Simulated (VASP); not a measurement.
ZnSe: relaxation of cell and atoms with PBEsol

The system is ZnSe.

```
CELL_PARAMETERS angstrom
0.00000 2.81660 2.81660
2.81660 0.00000 2.81660
2.81660 2.81660 0.00000
ATOMIC_POSITIONS crystal
Zn 0.00000 0.00000 0.00000
Se 0.75000 0.75000 0.75000
```

```json
{
  "Program": "VASP 6.6.1",
  "Task": "relaxation of cell and atoms",
  "Functional": "PBEsol",
  "Potentials or basis": "VASP PAW PBE potentials, release 64 (Zn, Se)",
  "Cutoff": "600 eV",
  "k mesh": "8 × 8 × 8",
  "Occupations": "gaussian, width 0.01 eV",
  "Spin": "no spin polarisation",
  "Target pressure": "50 GPa",
  "Dipole correction": "no",
  "Further INCAR settings": "ALGO = Normal; EDIFF = 1e-06; IBRION = 2; EDIFFG = -0.001; NSW = 80; ISIF = 3"
}
```

| Property | Result |
| --- | --- |
| Relaxed volume | 15.84 Å³/atom |
| Relaxed cell | a = 3.551 Å, b = 3.551 Å, c = 3.551 Å, α = 60.00°, β = 60.00°, γ = 60.00° |
| Space group after relaxing (to 0.05 Å) | F-43m (No. 216) |
| Energy change on relaxing (the enthalpy is what falls) | +746.3 meV/atom |
| Ionic steps | 28 |
| Pressure after relaxing | 50.0 GPa |
| Band gap on the k mesh | 1.77 eV, indirect (least direct gap 2.79 eV) |

The path:
```
step  energy change (eV)  largest force (eV/Å)  pressure (GPa)  volume (Å³)
   1              0.0000                0.0000            0.25        44.69
   2             40.9137                0.0000         1256.93        13.16
   3              0.6964                0.0000           28.55        34.99
   4              0.9564                0.0000           35.85        33.69
   5              1.5255                0.0000           50.87        31.57
   6              1.4528                0.0000           48.97        31.80
   7              1.4547                0.0000           49.04        31.79
   8              1.4601                0.0000           49.19        31.78
   9              1.4602                0.0000           49.18        31.78
  10              1.4603                0.0000           49.19        31.78
  11              1.4607                0.0000           49.21        31.77
  12              1.4613                0.0000           49.26        31.77
  13              1.4626                0.0000           49.24        31.77
  14              1.4652                0.0000           49.35        31.76
  15              1.4704                0.0000           49.45        31.74
  16              1.4809                0.0000           49.78        31.71
  17              1.5021                0.0000           50.24        31.64
  18              1.4912                0.0000           49.92        31.68
  19              1.4952                0.0000           50.13        31.66
  20              1.4927                0.0000           49.98        31.67
  21              1.4934                0.0000           50.08        31.67
  22              1.4927                0.0000           49.98        31.67
  23              1.4928                0.0000           50.03        31.67
  24              1.4928                0.0000           50.02        31.67
  25              1.4927                0.0000           50.02        31.67
  26              1.4927                0.0000           50.02        31.67
  27              1.4927                0.0000           50.02        31.67
  28              1.4925                0.0000           50.01        31.67
```

Final structure:
```yaml
crystal:
  lattice:
    - [0.00000, 2.51119, 2.51119]
    - [2.51119, 0.00000, 2.51119]
    - [2.51119, 2.51119, 0.00000]
  atoms:
    - { symbol: Zn, position: [0.00000, 0.00000, 0.00000] }
    - { symbol: Se, position: [0.75000, 0.75000, 0.75000] }
```

Levels at points of the mesh, in eV from the valence-band top:
```
           k point  band 6  band 7  band 8  band 9  band 10  band 11  band 12  band 13
(0.00, 0.00, 0.00)   -7.88    0.00    0.00    0.00     2.79     5.36     5.36     5.36
(0.50, 0.00, 0.00)   -7.84   -7.52   -1.57   -1.57     3.01     5.96     5.96     8.75
(0.50, 0.50, 0.00)   -7.57   -6.61   -3.88   -3.88     1.77     2.86    13.84    13.84
```

It used 270 s of CPU time on 1 thread of AMD EPYC 7R13 Processor (Zen 3) (shared host).

Caveat: the cell is relaxed towards a set pressure, so the enthalpy falls and the energy may rise; the volume moved by over 15 % at a fixed basis, so the end points are rough; the PAW data sets were made with another functional, which shifts forces and pressure a little. A hybrid or GW would open this gap; PBEsol tends to underestimate it.
